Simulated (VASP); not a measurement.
Write the native input for VASP 6.6.1 that does the following.

- Task: single point
- Functional: PBEsol
- Potentials or basis: VASP PAW PBE potentials, release 64 (S, Sn_d)
- Cutoff: 400 eV
- k mesh: 7 × 3 × 1
- Occupations: gaussian, width 0.05 eV
- Spin: no spin polarisation
- Dipole correction: yes
- Further INCAR settings: ALGO = Normal; EDIFF = 1e-06; NBANDS = 93; NELMDL = -8

The structure of SnS2 lies in POSCAR:

```
SnS2
1.0
    3.6513143003      0.0000000000      0.0000000000
    0.0000000000      8.7582410527      0.0000000000
    0.0000000000      0.0000000000     26.6078113952
S Sn
12 6
Direct
    0.0000000000      0.4640236812      0.2818721122
    0.0000000000      0.0573941785      0.3070548954
    0.5000000000      0.7247326111      0.3640867107
    0.5000000000      0.3181031084      0.3892694939
    0.0000000000      0.9854415410      0.4463013092
    0.0000000000      0.5788120383      0.4714840924
    0.5000000000      0.2461504708      0.5285159076
    0.5000000000      0.8395209681      0.5536986908
    0.0000000000      0.5068594007      0.6107305061
    0.0000000000      0.1002298980      0.6359132893
    0.5000000000      0.7675683306      0.6929451046
    0.5000000000      0.3609388279      0.7181278878
    0.5000000000      0.2607089299      0.2944635038
    0.0000000000      0.5214178597      0.3766781023
    0.5000000000      0.7821267896      0.4588927008
    0.0000000000      0.0428357195      0.5411072992
    0.5000000000      0.3035446494      0.6233218977
    0.0000000000      0.5642535792      0.7055364962
```

One way to write it, as run:

INCAR

```
PREC = Accurate
ENCUT = 400
EDIFF = 1E-6
ISMEAR = 0
SIGMA = 0.05
LREAL = F
LASPH = T
NELM = 120
ALGO = Normal
ISIF = 2
LWAVE = F
LCHARG = F
LDIPOL = T
IDIPOL = 3
DIPOL = 0.5 0.5 0.500
GGA = PS
NBANDS = 93
GGA_COMPAT = F
NELMDL = -8
```

KPOINTS

```
Automatic mesh
0
Gamma
  7 3 1
```

Potentials or basis: VASP PAW PBE potentials, release 64 (S, Sn_d).

Command:

```console
$ cat potpaw_PBE.64/S/POTCAR potpaw_PBE.64/Sn_d/POTCAR > POTCAR
$ mpirun -np 1 vasp_std > vasp.out
```

Results of the run:

- Largest force: 2.114 eV/Å
- Band gap on the k mesh: 0.93 eV (least direct gap 1.00 eV)

Caveat: the PAW data sets were made with another functional, which shifts forces and pressure a little; spin-orbit coupling is left out, which moves the levels of the heavy elements.

Run time: 9.6 min on 1 thread of AMD EPYC 9R45 96-Core Processor (Zen 5) (shared host), peak memory 0.69 GiB.
